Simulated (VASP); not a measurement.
# Zn (P6_3/mmc) in VASP: notebook

Zn is run at these levels: PBE; tasks: density of states, electric field gradients.

Everything below comes from runs of VASP 6.6.1. Logs are shortened: lines on timing, memory, paths and dates and some standing lists are left out, and cuts for length are marked.

### Step 1. The cell of the first run

The structure is hexagonal, space group P6_3/mmc (No. 194). The conventional cell has a = 2.665 Å, b = 2.665 Å, c = 4.947 Å, α = 90.00°, β = 90.00°, γ = 120.00°. Zn (site symmetry -6m2) has 12 Zn at 2.66 to 2.91 Å within 3.5 Å.

### Step 2. Density of states, PBE

Input file POSCAR:

```
Zn
1.0
    2.6647980532      0.0000000000      0.0000000000
   -1.3323990266      2.3077828100      0.0000000000
    0.0000000000      0.0000000000      4.9467000000
Zn
2
Direct
    0.3333333333      0.6666666667      0.2500000000
    0.6666666667      0.3333333333      0.7500000000
```

Input file INCAR.step1:

```
SYSTEM = Zn
  PREC = Accurate
  ENCUT = 520
  EDIFF = 1E-6
  ISMEAR = -1
  SIGMA = 0.03
  LREAL = .FALSE.
  LASPH = .TRUE.
  NELM = 60
  ALGO = Normal
  ISIF = 2
  LWAVE = .FALSE.
  LCHARG = .TRUE.
  GGA = PE
  NBANDS = 19
```

Input file KPOINTS.step1:

```
regular mesh
0
G
  18 18 8
  0 0 0
```

Input file INCAR.step2:

```
SYSTEM = Zn
  PREC = Accurate
  ENCUT = 520
  EDIFF = 1E-6
  ISMEAR = -5
  SIGMA = 0.03
  LREAL = .FALSE.
  LASPH = .TRUE.
  NELM = 60
  ALGO = Normal
  ISIF = 2
  LWAVE = .FALSE.
  LCHARG = .FALSE.
  GGA = PE
  LORBIT = 11
  NEDOS = 1001
  ICHARG = 11
```

Input file KPOINTS.step2:

```
regular mesh
0
G
  27 27 12
  0 0 0
```

Potentials or basis: VASP PAW PBE potentials, release 64 (Zn).

Launch:

```bash
cat potpaw_PBE.64/Zn/POTCAR > POTCAR
cp INCAR.step1 INCAR
cp KPOINTS.step1 KPOINTS
mpirun -np 1 vasp_std > vasp.out
cp INCAR.step2 INCAR
cp KPOINTS.step2 KPOINTS
mpirun -np 1 vasp_std > vasp.out
```

OUTCAR:

```text
SYSTEM = Zn
   PREC = Accurate
   ENCUT = 520
   EDIFF = 1E-6
   ISMEAR = -5
   LREAL = .FALSE.
   LASPH = .TRUE.
   NELM = 60
   ISIF = 2
   GGA = PE
   LORBIT = 11
   ICHARG = 11

 ion  position               nearest neighbor table
   1  0.333  0.667  0.250-   2 2.91   2 2.91   2 2.91   2 2.91   2 2.91   2 2.91
   2  0.667  0.333  0.750-   1 2.91   1 2.91   1 2.91   1 2.91   1 2.91   1 2.91

  LATTYP: Found a hexagonal cell.
 ALAT       =     2.6647980532
 C/A-ratio  =     1.8563132745

  Lattice vectors:

 A1 = (   2.6647980532,   0.0000000000,   0.0000000000)
 A2 = (  -1.3323990266,   2.3077828100,   0.0000000000)
 A3 = (   0.0000000000,   0.0000000000,   4.9467000000)

Analysis of symmetry for initial positions (statically):
=====================================================================
 Subroutine PRICEL returns:
 Original cell was already a primitive cell.

 Routine SETGRP: Setting up the symmetry group for a
 hexagonal supercell.

 Subroutine GETGRP returns: Found 24 space group operations
 (whereof 12 operations were pure point group operations)
 out of a pool of 24 trial point group operations.

The static configuration has the point symmetry D_3d.
 The point group associated with its full space group is D_6h.

Analysis of symmetry for dynamics (positions and initial velocities):
=====================================================================
 Subroutine PRICEL returns:
 Original cell was already a primitive cell.

 Routine SETGRP: Setting up the symmetry group for a
 hexagonal supercell.

 Subroutine GETGRP returns: Found 24 space group operations
 (whereof 12 operations were pure point group operations)
 out of a pool of 24 trial point group operations.

The dynamic configuration has the point symmetry D_3d.
 The point group associated with its full space group is D_6h.

 Subroutine INISYM returns: Found 24 space group operations
 (whereof 12 operations are pure point group operations),
 and found     1 'primitive' translations

----------------------------------------------------------------------------------------

                                     Primitive cell

  volume of cell :      30.4211

  direct lattice vectors                    reciprocal lattice vectors
     2.664798053  0.000000000  0.000000000     0.375262958  0.216658170  0.000000000
    -1.332399027  2.307782810  0.000000000     0.000000000  0.433316340  0.000000000
     0.000000000  0.000000000  4.946700000     0.000000000  0.000000000  0.202154972

  length of vectors
     2.664798053  2.664798053  4.946700000     0.433316340  0.433316340  0.202154972

  position of ions in fractional coordinates (direct lattice)
     0.333333333  0.666666667  0.250000000
     0.666666667  0.333333333  0.750000000

  ion indices of the primitive-cell ions
   primitive index   ion index
                 1           1
                 2           2

----------------------------------------------------------------------------------------

 KPOINTS: regular mesh

Automatic generation of k-mesh.
 Grid dimensions read from file:
 generate k-points for:   27   27   12

 Generating k-lattice:

  Cartesian coordinates                     Fractional coordinates (reciprocal lattice)
     0.013898628  0.008024377  0.000000000     0.037037037  0.000000000  0.000000000
     0.000000000  0.016048753  0.000000000     0.000000000  0.037037037  0.000000000
     0.000000000  0.000000000  0.016846248     0.000000000  0.000000000  0.083333333

  Length of vectors
     0.016048753  0.016048753  0.016846248

  Shift w.r.t. Gamma in fractional coordinates (k-lattice)
     0.000000000  0.000000000  0.000000000

 TETIRR: Found   8868 inequivalent tetrahedra from    52488

 Subroutine IBZKPT returns following result:
 ===========================================

 Found    525 irreducible k-points:

 Following reciprocal coordinates:
            Coordinates               Weight
  0.000000  0.000000  0.000000      1.000000
  0.037037 -0.000000  0.000000      6.000000
  0.074074 -0.000000  0.000000      6.000000
  0.111111 -0.000000  0.000000      6.000000
  0.148148 -0.000000  0.000000      6.000000
  0.185185  0.000000  0.000000      6.000000
[... 16 lines left out ...]
  0.333333  0.037037  0.000000     12.000000
  0.370370  0.037037  0.000000     12.000000
 [... further k-points ...]
   k-points           NKPTS =    525   k-points in BZ     NKDIM =    525   number of bands    NBANDS=     16
   number of dos      NEDOS =   1001   number of ions     NIONS =      2
   total plane-waves  NPLWV =  16000
   dimension x,y,z NGX =    20 NGY =   20 NGZ =   40
   dimension x,y,z NGXF=    40 NGYF=   40 NGZF=   80
   ions per type =               2
   NGX,Y,Z   is equivalent  to a cutoff of  12.48, 12.48, 13.44 a.u.
   NGXF,Y,Z  is equivalent  to a cutoff of  24.95, 24.95, 26.89 a.u.
 SYSTEM =  Zn
   PREC   = accura    normal or accurate (medium, high low for compatibility)
   ISTART =      0    job   : 0-new  1-cont  2-samecut
   ICHARG =     11    charge: 1-file 2-atom 10-const
   ISPIN  =      1    spin polarized calculation?
   LNONCOLLINEAR =      F non collinear calculations
   LSORBIT =      F    spin-orbit coupling
   LASPH  =      T    aspherical Exc in radial PAW
   ENCUT  =  520.0 eV  38.22 Ry    6.18 a.u.   4.95  4.95  9.20*2*pi/ulx,y,z
   NELM   =     60;   NELMIN=  2; NELMDL=  0     # of ELM steps
   EDIFF  = 0.1E-05   stopping-criterion for ELM
   LREAL  =      F    real-space projection
   EDIFFG = 0.1E-04   stopping-criterion for IOM
   NSW    =      0    number of steps for IOM
   IBRION =     -1    ionic relax: 0-MD 1-quasi-New 2-CG
   NFREE  =      0    steps in history (QN), initial steepest desc. (CG)
   ISIF   =      2    stress and relaxation
   ISYM   =      2    0-nonsym 1-usesym 2-fastsym
   POTIM  = 0.5000    time-step for ionic-motion
   TEBEG  =    0.0;   TEEND  =   0.0 temperature during run
   PSTRESS=    0.0 pullay stress
   NELECT =      24.0000    total number of electrons
   NUPDOWN=      -1.0000    fix difference up-down
   EMIN   =  10.00;   EMAX   =-10.00  energy-range for DOS
   EFERMI =   0.00;   METHOD = LEGACY
   ISMEAR =    -5;   SIGMA  =   0.03  broadening in eV -4-tet -1-fermi 0-gaus
   EFERMI_NEDOS =   21; number of points for ismear=-14 and -15
   IALGO  =     38    algorithm
   IMIX   =      4    mixing-type and parameters
     AMIX     =   0.40;   BMIX     =  1.00
     AMIX_MAG =   1.60;   BMIX_MAG =  1.00
  volume/ion in A,a.u.               =      15.21       102.65
  Fermi-wavevector in a.u.,A,eV,Ry     =   1.512703  2.858594 31.133805  2.288270
  Thomas-Fermi vector in A             =   2.622592
   LORBIT       =     11    0 simple, 1 ext, 2 COOP (PROOUT), +10 PAW based schemes
   GGA     = PE    functional components
   LHFCALC =     F    Hartree Fock is set to
   AEXX    =    0.0000 exact exchange contribution
   IVDW    =     0    specifies the selected vdW correction
   LEPSILON=     F    determine dielectric tensor
   LRPA    =     F    only Hartree local field effects (RPA)
 non-spin polarized calculation
 Fermi weights with tetrahedron method with Bloechl corrections
  energy-cutoff  :      520.00
  volume of cell :       30.42
 maximum number of plane-waves:       855
 NGX is ok and might be reduce to    20

 number of electron      24.0000012 magnetization

 Free energy of the ion-electron system (eV)
  ---------------------------------------------------
  ext. energy  EPLUGINS =         0.00000000
  ---------------------------------------------------
  free energy    TOTEN  =        -2.21411645 eV

  energy without entropy =       -2.21411645  energy(sigma->0) =       -2.21411645

 E-fermi :   3.1081     XC(G=0): -11.5518

 val. band max:        3.4380895949   @ k =   0.3333   0.3333   0.2500
 cond. band min:       3.1224251762   @ k =   0.3333   0.3333   0.0000
 fundamental gap:     -0.3156644187
 Fermi energy:         3.1080675855

 k-point     1 :       0.0000    0.0000    0.0000
  band No.  band energies     occupation
      1      -7.2895      2.00000
      2      -5.4956      2.00000
      3      -4.8009      2.00000
      4      -4.5733      2.00000
      5      -4.5733      2.00000
      6      -4.5234      2.00000
[... 8 lines left out ...]
     15      20.3642      0.00000
     16      20.5343      0.00000

 k-point     2 :       0.0370   -0.0000    0.0000
  band No.  band energies     occupation
      1      -7.2487      2.00000
      2      -5.4776      2.00000
      3      -4.7965      2.00000
      4      -4.5775      2.00000
      5      -4.5637      2.00000
      6      -4.5280      2.00000
[... 8 lines left out ...]
     15      19.5996      0.00000
     16      20.0483      0.00000

 k-point     3 :       0.0741   -0.0000    0.0000
  band No.  band energies     occupation
      1      -7.1268      2.00000
      2      -5.4257      2.00000
      3      -4.7848      2.00000
      4      -4.5886      2.00000
      5      -4.5403      2.00000
      6      -4.5353      2.00000
[... 8 lines left out ...]
     15      17.9307      0.00000
     16      19.1926      0.00000

 k-point     4 :       0.1111   -0.0000    0.0000
  band No.  band energies     occupation
      1      -6.9262      2.00000
      2      -5.3464      2.00000
      3      -4.7700      2.00000
      4      -4.6028      2.00000
      5      -4.5537      2.00000
      6      -4.4893      2.00000
[... 8 lines left out ...]
     15      17.1120      0.00000
     16      18.3105      0.00000
[... 324 lines left out ...]
 k-point    22 :       0.2963    0.0370    0.0000
  band No.  band energies     occupation
      1      -5.2704      2.00000
      2      -5.1273      2.00000
      3      -4.8579      2.00000
      4      -4.5848      2.00000
      5      -4.4647      2.00000
      6      -4.4211      2.00000
[... 8 lines left out ...]
     15      12.8877      0.00000
     16      13.9151      0.00000

 k-point    23 :       0.3333    0.0370    0.0000
  band No.  band energies     occupation
      1      -5.2371      2.00000
      2      -5.1535      2.00000
      3      -4.9306      2.00000
      4      -4.5289      2.00000
      5      -4.5036      2.00000
      6      -4.3859      2.00000
[... 8 lines left out ...]
     15      11.4765      0.00000
     16      12.6122      0.00000

 k-point    24 :       0.3704    0.0370    0.0000
  band No.  band energies     occupation
      1      -5.2514      2.00000
      2      -5.1732      2.00000
      3      -4.9871      2.00000
      4      -4.5364      2.00000
      5      -4.4814      2.00000
      6      -4.4062      2.00000
[... 8 lines left out ...]
     15      10.1431      0.00000
     16      11.3850      0.00000

 [... further k-points ...]

------------------------ aborting loop because EDIFF is reached ----------------------------------------

  FORCE on cell =-STRESS in cart. coord.  units (eV):
  Direction    XX          YY          ZZ          XY          YZ          ZX
  --------------------------------------------------------------------------------------
  -------------------------------------------------------------------------------------
  Total       -0.1632291     -0.1632291      0.1231162      0.0000000      0.0000000      0.0000000
  in kB       -8.5967332     -8.5967332      6.4841212      0.0000000      0.0000000      0.0000000
  external PRESSURE =      -3.5697817 kB  Pullay stress =       0.0000000 kB

 VOLUME and BASIS-vectors are now :
 -----------------------------------------------------------------------------
  energy-cutoff  :      520.00
  volume of cell :       30.42
      direct lattice vectors                 reciprocal lattice vectors
     2.664798053  0.000000000  0.000000000     0.375262958  0.216658170  0.000000000
    -1.332399027  2.307782810  0.000000000     0.000000000  0.433316340  0.000000000
     0.000000000  0.000000000  4.946700000     0.000000000  0.000000000  0.202154972

 POSITION                                       TOTAL-FORCE (eV/Angst)
 -----------------------------------------------------------------------------------
     -0.00000      1.53852      1.23667        -0.000000      0.000000      0.000000
      1.33240      0.76926      3.71002         0.000000     -0.000000     -0.000000
 -----------------------------------------------------------------------------------
    total drift:                               -0.000000      0.000000      0.000000

  FREE ENERGIE OF THE ION-ELECTRON SYSTEM (eV)
  ---------------------------------------------------
  free  energy   TOTEN  =        -2.2141164468 eV

  energy  without entropy=       -2.2141164468  energy(sigma->0) =       -2.21411645

 total charge

# of ion       s       p       d       tot
------------------------------------------
    1        0.593   0.445   9.721  10.760
    2        0.593   0.445   9.721  10.760
--------------------------------------------------
tot          1.187   0.891  19.442  21.520
```

Run time: 73 s. Hardware: 1 thread of Intel Xeon 6975P-C (Granite Rapids), shared host; peak memory 0.33 GiB.

What came out:

```
Valence electrons inside the program's atomic spheres : Zn 10.76
```

Levels at points of the mesh, in eV from the Fermi level:
```csv
k point,band 9,band 10,band 11,band 12,band 13,band 14,band 15,band 16
"(0.00, 0.00, 0.00)",-7.30,-7.10,-7.10,-3.63,-3.04,13.62,17.26,17.43
"(0.00, 0.00, 0.50)",-7.18,-7.18,-7.18,-7.18,4.59,4.59,18.71,18.71
```

Caveat: tetrahedron occupations give inexact forces and stress in metals.

(Continued in part 2 of 2.)
